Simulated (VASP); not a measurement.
Crystal: TiAl.

```
CELL_PARAMETERS angstrom
2.86726 0.00000 0.00000
-1.43363 2.48312 0.00000
0.00000 0.00000 4.67808
ATOMIC_POSITIONS crystal
Ti 0.00000 0.00000 0.00000
Al 0.33333 0.66667 0.50000
```

| Property | Result |
| --- | --- |
| Program | VASP 6.6.1 |
| Task | relaxation of cell and atoms |
| Functional | revPBE |
| Potentials or basis | VASP PAW PBE potentials, release 64 (Ti_sv, Al) |
| Cutoff | 600 eV |
| k mesh | 11 × 11 × 6 |
| Occupations | fermi-dirac, width 0.05 eV |
| Spin | no spin polarisation |

At the start: pressure 2.0 GPa; volume 16.65 Å³/atom.

**Question.** How do energy, volume and symmetry change on relaxing?

**Answer.** Over 5 steps the energy falls by 3.2 meV/atom and the volume is 17.00 Å³/atom (+2.1 %); space group P-6m2 (No. 187, to 0.1 Å) before and after.

Step by step:
```csv
step,energy change (eV),largest force (eV/Å),pressure (GPa),volume (Å³)
1,0.0000,0.0000,2.01,33.31
2,-0.0048,0.0000,-1.01,34.32
3,-0.0055,0.0000,-0.26,34.06
4,-0.0064,0.0000,-0.06,34.02
5,-0.0065,0.0000,0.02,34.00
```

Final structure:
```yaml
crystal:
  lattice:
    - [2.90337, 0.00000, 0.00000]
    - [-1.45168, 2.51439, 0.00000]
    - [0.00000, 0.00000, 4.65789]
  atoms:
    - { symbol: Ti, position: [0.00000, 0.00000, 0.00000] }
    - { symbol: Al, position: [0.33333, 0.66667, 0.50000] }
```

Caveat: the PAW data sets were made with another functional, which shifts forces and pressure a little.
